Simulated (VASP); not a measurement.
I:

```xyz
1
Lattice="-2.0150 2.0150 2.0150 2.0150 -2.0150 2.0150 2.0150 2.0150 -2.0150" Properties=species:S:1:pos:R:3 pbc="T T T"
I     0.0000    0.0000    0.0000
```

- Program: VASP 6.6.1
- Task: relaxation of cell and atoms
- Functional: PBE
- Potentials or basis: VASP PAW PBE potentials, release 64 (I)
- Cutoff: 500 eV
- k mesh: 9 × 9 × 9
- Occupations: gaussian, width 0.05 eV
- Spin: no spin polarisation

At the start: pressure 3.0 GPa; volume 32.73 Å³/atom.

Task: How do energy, volume and symmetry change on relaxing?

Result: Over 3 steps the energy falls by 28.7 meV/atom and the volume is 36.19 Å³/atom (+10.6 %); space group Im-3m (No. 229, to 0.1 Å) before and after.

Step by step:
| step | energy change (eV) | largest force (eV/Å) | pressure (GPa) | volume (Å³) |
| --- | --- | --- | --- | --- |
| 1 | 0.0000 | 0.0000 | 2.98 | 32.73 |
| 2 | -0.0283 | 0.0000 | 0.30 | 35.69 |
| 3 | -0.0287 | 0.0000 | -0.02 | 36.19 |

Final structure:
```
CELL_PARAMETERS angstrom
-2.08366 2.08366 2.08366
2.08366 -2.08366 2.08366
2.08366 2.08366 -2.08366
ATOMIC_POSITIONS crystal
I 0.00000 0.00000 0.00000
```

Caveat: an odd number of electrons without spin polarisation forces a metal; a magnetic or distorted state may lie lower.
